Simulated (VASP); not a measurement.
# Pd (Fd-3m) in VASP: single point with PBE

Aim: the single point of Pd with PBE.

All numbers are computed with VASP 6.6.1; they aren't measurements. Logs are shortened: lines on timing, memory, paths and dates and some standing lists are left out, and cuts for length are marked.

## (1) The cell of the first run

The structure is cubic, space group Fd-3m (No. 227). Conventional cell: a = 4.901 Å, b = 4.901 Å, c = 4.901 Å, α = 90.00°, β = 90.00°, γ = 90.00°. Within 2.8 Å of Pd (site symmetry -43m) lie 4 Pd at 2.12 Å.

This isn't the form of Pd at room conditions, which is fcc.

## (2) Single point, PBE (14.72 Å³/atom)

The input, INCAR:

```
SYSTEM = Pd
PREC = Accurate ; ENCUT = 630
EDIFF = 1E-6 ; ISMEAR = -1
SIGMA = 0.08 ; LREAL = .FALSE.
LASPH = .TRUE. ; NELM = 120
ALGO = Normal ; ISIF = 2
LWAVE = .FALSE. ; LCHARG = .FALSE.
GGA = PE ; NBANDS = 25
GGA_COMPAT = .FALSE.
```

The input, KPOINTS:

```
regular mesh
0
G
  12 12 12
  0 0 0
```

The input, POSCAR:

```
Pd
1.0
    0.0000000000      2.4506786320      2.4506786320
    2.4506786320      0.0000000000      2.4506786320
    2.4506786320      2.4506786320      0.0000000000
Pd
2
Direct
   -0.1250000000     -0.1250000000     -0.1250000000
    0.1250000000      0.1250000000      0.1250000000
```

Potentials or basis: VASP PAW PBE potentials, release 64 (Pd_sv_GW).

Started as:

```console
$ cat potpaw_PBE.64/Pd_sv_GW/POTCAR > POTCAR
$ mpirun -np 1 vasp_std > vasp.out
```

OUTCAR:

```text
SYSTEM = Pd
   PREC = Accurate
   ENCUT = 630
   EDIFF = 1E-6
   ISMEAR = -1
   LREAL = .FALSE.
   LASPH = .TRUE.
   NELM = 120
   ISIF = 2
   GGA = PE

 ion  position               nearest neighbor table
   1  0.875  0.875  0.875-   2 2.12   2 2.12   2 2.12   2 2.12
   2  0.125  0.125  0.125-   1 2.12   1 2.12   1 2.12   1 2.12

  LATTYP: Found a face centered cubic cell.
 ALAT       =     4.9013572640

  Lattice vectors:

 A1 = (   0.0000000000,   2.4506786320,   2.4506786320)
 A2 = (   2.4506786320,   0.0000000000,   2.4506786320)
 A3 = (   2.4506786320,   2.4506786320,   0.0000000000)

Analysis of symmetry for initial positions (statically):
=====================================================================
 Subroutine PRICEL returns:
 Original cell was already a primitive cell.

 Routine SETGRP: Setting up the symmetry group for a
 face centered cubic supercell.

 Subroutine GETGRP returns: Found 48 space group operations
 (whereof 12 operations were pure point group operations)
 out of a pool of 48 trial point group operations.

The static configuration has the point symmetry D_3d.
 The point group associated with its full space group is O_h .

Analysis of symmetry for dynamics (positions and initial velocities):
=====================================================================
 Subroutine PRICEL returns:
 Original cell was already a primitive cell.

 Routine SETGRP: Setting up the symmetry group for a
 face centered cubic supercell.

 Subroutine GETGRP returns: Found 48 space group operations
 (whereof 12 operations were pure point group operations)
 out of a pool of 48 trial point group operations.

The dynamic configuration has the point symmetry D_3d.
 The point group associated with its full space group is O_h .

 Subroutine INISYM returns: Found 48 space group operations
 (whereof 12 operations are pure point group operations),
 and found     1 'primitive' translations

----------------------------------------------------------------------------------------

                                     Primitive cell

  volume of cell :      29.4367

  direct lattice vectors                    reciprocal lattice vectors
     0.000000000  2.450678632  2.450678632    -0.204025119  0.204025119  0.204025119
     2.450678632  0.000000000  2.450678632     0.204025119 -0.204025119  0.204025119
     2.450678632  2.450678632  0.000000000     0.204025119  0.204025119 -0.204025119

  length of vectors
     3.465782958  3.465782958  3.465782958     0.353381872  0.353381872  0.353381872

  position of ions in fractional coordinates (direct lattice)
     0.875000000  0.875000000  0.875000000
     0.125000000  0.125000000  0.125000000

  ion indices of the primitive-cell ions
   primitive index   ion index
                 1           1
                 2           2

----------------------------------------------------------------------------------------

 KPOINTS: regular mesh

Automatic generation of k-mesh.
 Grid dimensions read from file:
 generate k-points for:   12   12   12

 Generating k-lattice:

  Cartesian coordinates                     Fractional coordinates (reciprocal lattice)
    -0.017002093  0.017002093  0.017002093     0.083333333  0.000000000  0.000000000
     0.017002093 -0.017002093  0.017002093     0.000000000  0.083333333  0.000000000
     0.017002093  0.017002093 -0.017002093     0.000000000  0.000000000  0.083333333

  Length of vectors
     0.029448489  0.029448489  0.029448489

  Shift w.r.t. Gamma in fractional coordinates (k-lattice)
     0.000000000  0.000000000  0.000000000

 Subroutine IBZKPT returns following result:
 ===========================================

 Found     72 irreducible k-points:

 Following reciprocal coordinates:
            Coordinates               Weight
  0.000000  0.000000  0.000000      1.000000
  0.083333  0.000000  0.000000      8.000000
  0.166667  0.000000  0.000000      8.000000
  0.250000  0.000000  0.000000      8.000000
  0.333333  0.000000  0.000000      8.000000
  0.416667  0.000000  0.000000      8.000000
[... 16 lines left out ...]
  0.500000  0.166667  0.000000     24.000000
 -0.416667  0.166667  0.000000     24.000000
 [... further k-points ...]
   k-points           NKPTS =     72   k-points in BZ     NKDIM =     72   number of bands    NBANDS=     25
   number of dos      NEDOS =    301   number of ions     NIONS =      2
   total plane-waves  NPLWV =  21952
   dimension x,y,z NGX =    28 NGY =   28 NGZ =   28
   dimension x,y,z NGXF=    56 NGYF=   56 NGZF=   56
   ions per type =               2
   NGX,Y,Z   is equivalent  to a cutoff of  13.43, 13.43, 13.43 a.u.
   NGXF,Y,Z  is equivalent  to a cutoff of  26.86, 26.86, 26.86 a.u.
 SYSTEM =  Pd
   PREC   = accura    normal or accurate (medium, high low for compatibility)
   ISTART =      0    job   : 0-new  1-cont  2-samecut
   ICHARG =      2    charge: 1-file 2-atom 10-const
   ISPIN  =      1    spin polarized calculation?
   LNONCOLLINEAR =      F non collinear calculations
   LSORBIT =      F    spin-orbit coupling
   LASPH  =      T    aspherical Exc in radial PAW
   ENCUT  =  630.0 eV  46.30 Ry    6.80 a.u.   7.09  7.09  7.09*2*pi/ulx,y,z
   NELM   =    120;   NELMIN=  2; NELMDL= -5     # of ELM steps
   EDIFF  = 0.1E-05   stopping-criterion for ELM
   LREAL  =      F    real-space projection
   EDIFFG = 0.1E-04   stopping-criterion for IOM
   NSW    =      0    number of steps for IOM
   IBRION =     -1    ionic relax: 0-MD 1-quasi-New 2-CG
   NFREE  =      0    steps in history (QN), initial steepest desc. (CG)
   ISIF   =      2    stress and relaxation
   ISYM   =      2    0-nonsym 1-usesym 2-fastsym
   POTIM  = 0.5000    time-step for ionic-motion
   TEBEG  =    0.0;   TEEND  =   0.0 temperature during run
   PSTRESS=    0.0 pullay stress
   NELECT =      36.0000    total number of electrons
   NUPDOWN=      -1.0000    fix difference up-down
   EMIN   =  10.00;   EMAX   =-10.00  energy-range for DOS
   EFERMI =   0.00;   METHOD = LEGACY
   ISMEAR =    -1;   SIGMA  =   0.08  broadening in eV -4-tet -1-fermi 0-gaus
   EFERMI_NEDOS =   21; number of points for ismear=-14 and -15
   IALGO  =     38    algorithm
   IMIX   =      4    mixing-type and parameters
     AMIX     =   0.40;   BMIX     =  1.00
     AMIX_MAG =   1.60;   BMIX_MAG =  1.00
  volume/ion in A,a.u.               =      14.72        99.32
  Fermi-wavevector in a.u.,A,eV,Ry     =   1.750704  3.308350 41.701357  3.064963
  Thomas-Fermi vector in A             =   2.821371
   LORBIT       =      0    0 simple, 1 ext, 2 COOP (PROOUT), +10 PAW based schemes
   GGA     = PE    functional components
   LHFCALC =     F    Hartree Fock is set to
   AEXX    =    0.0000 exact exchange contribution
   IVDW    =     0    specifies the selected vdW correction
   LEPSILON=     F    determine dielectric tensor
   LRPA    =     F    only Hartree local field effects (RPA)
 non-spin polarized calculation
  energy-cutoff  :      630.00
  volume of cell :       29.44
 maximum number of plane-waves:      1067
   NGX = 15   NGY = 15   NGZ = 15

 number of electron      36.0000016 magnetization

 Free energy of the ion-electron system (eV)
  ---------------------------------------------------
  ext. energy  EPLUGINS =         0.00000000
  ---------------------------------------------------
  free energy    TOTEN  =        -0.53929896 eV

  energy without entropy =       -0.46271107  energy(sigma->0) =       -0.50100502

 E-fermi :   9.6543     XC(G=0): -13.1627

 val. band max:        9.6504115701   @ k =  -0.3333   0.3333   0.1667
 cond. band min:       9.6753266573   @ k =  -0.4167   0.4167   0.0833
 fundamental gap:      0.0249150872
 Fermi energy:         9.6543141217

 k-point     1 :       0.0000    0.0000    0.0000
  band No.  band energies     occupation
      1     -76.5839      2.00000
      2     -75.7711      2.00000
      3     -42.6594      2.00000
      4     -42.6594      2.00000
      5     -42.6594      2.00000
      6     -41.3866      2.00000
[... 17 lines left out ...]
     24      25.1524      0.00000
     25      26.1820      0.00000

 k-point     2 :       0.0833    0.0000    0.0000
  band No.  band energies     occupation
      1     -76.5738      2.00000
      2     -75.7817      2.00000
      3     -42.6699      2.00000
      4     -42.6699      2.00000
      5     -42.6573      2.00000
      6     -41.3882      2.00000
[... 17 lines left out ...]
     24      25.3487      0.00000
     25      25.9713      0.00000

 k-point     3 :       0.1667    0.0000    0.0000
  band No.  band energies     occupation
      1     -76.5449      2.00000
      2     -75.8123      2.00000
      3     -42.6976      2.00000
      4     -42.6976      2.00000
      5     -42.6523      2.00000
      6     -41.3926      2.00000
[... 17 lines left out ...]
     24      25.6191      0.00000
     25      25.7833      0.00000

 k-point     4 :       0.2500    0.0000    0.0000
  band No.  band energies     occupation
      1     -76.5010      2.00000
      2     -75.8585      2.00000
      3     -42.7338      2.00000
      4     -42.7338      2.00000
      5     -42.6463      2.00000
      6     -41.3978      2.00000
[... 17 lines left out ...]
     24      25.4482      0.00000
     25      25.4482      0.00000
[... 477 lines left out ...]
 k-point    22 :       0.4167    0.1667    0.0000
  band No.  band energies     occupation
      1     -76.3981      2.00000
      2     -75.9655      2.00000
      3     -42.8662      2.00000
      4     -42.8332      2.00000
      5     -42.4704      2.00000
      6     -41.5719      2.00000
[... 17 lines left out ...]
     24      26.2757      0.00000
     25      27.4395      0.00000

 k-point    23 :       0.5000    0.1667    0.0000
  band No.  band energies     occupation
      1     -76.3582      2.00000
      2     -76.0065      2.00000
      3     -42.8969      2.00000
      4     -42.8389      2.00000
      5     -42.4559      2.00000
      6     -41.5832      2.00000
[... 17 lines left out ...]
     24      26.9104      0.00000
     25      27.6461      0.00000

 k-point    24 :      -0.4167    0.1667    0.0000
  band No.  band energies     occupation
      1     -76.3525      2.00000
      2     -76.0125      2.00000
      3     -42.9086      2.00000
      4     -42.8274      2.00000
      5     -42.4618      2.00000
      6     -41.5757      2.00000
[... 17 lines left out ...]
     24      26.9168      0.00000
     25      27.1413      0.00000

 [... further k-points ...]
[... 5 lines left out ...]
  --------------------------------------------------------------------------------------
  -------------------------------------------------------------------------------------
  Total       24.0309751     24.0309751     24.0309751      0.0000000      0.0000000      0.0000000
  in kB     1307.9552566   1307.9552566   1307.9552566      0.0000000      0.0000000      0.0000000
  external PRESSURE =    1307.9552566 kB  Pullay stress =       0.0000000 kB

 VOLUME and BASIS-vectors are now :
 -----------------------------------------------------------------------------
  energy-cutoff  :      630.00
  volume of cell :       29.44
      direct lattice vectors                 reciprocal lattice vectors
     0.000000000  2.450678632  2.450678632    -0.204025119  0.204025119  0.204025119
     2.450678632  0.000000000  2.450678632     0.204025119 -0.204025119  0.204025119
     2.450678632  2.450678632  0.000000000     0.204025119  0.204025119 -0.204025119

 POSITION                                       TOTAL-FORCE (eV/Angst)
 -----------------------------------------------------------------------------------
      4.28869      4.28869      4.28869         0.000000      0.000000      0.000000
      0.61267      0.61267      0.61267        -0.000000     -0.000000     -0.000000
 -----------------------------------------------------------------------------------
    total drift:                                0.000000     -0.000000     -0.000000

  FREE ENERGIE OF THE ION-ELECTRON SYSTEM (eV)
  ---------------------------------------------------
  free  energy   TOTEN  =        -0.5392989638 eV

  energy  without entropy=       -0.4627110746  energy(sigma->0) =       -0.50100502
```

Wall time 41 s (1 thread of AMD EPYC 9R45 (Zen 5), shared host); peak memory 0.18 GiB.

Results:

| Item | Value |
| --- | --- |
| Free energy | -0.5393 eV |
| Pressure | 130.8 GPa |
| Band gap on the k mesh | zero (bands 18 and 19 overlap by 0.85 eV) |

Levels at points of the mesh, in eV from the Fermi level:
| k point | band 15 | band 16 | band 17 | band 18 | band 19 | band 20 | band 21 | band 22 |
| --- | --- | --- | --- | --- | --- | --- | --- | --- |
| (0.00, 0.00, 0.00) | -2.73 | -2.73 | -2.73 | -0.14 | -0.14 | 13.88 | 14.21 | 14.21 |
| (0.50, 0.00, 0.00) | -2.01 | -2.01 | -1.65 | -0.60 | -0.60 | 2.04 | 11.13 | 11.87 |
| (0.50, 0.50, 0.00) | -3.32 | -3.32 | -0.26 | -0.26 | 2.44 | 2.44 | 5.36 | 5.36 |

Caveat: the cell stands under pressure.

The gap in the log of VASP goes by the Fermi energy; the results here count the filled bands.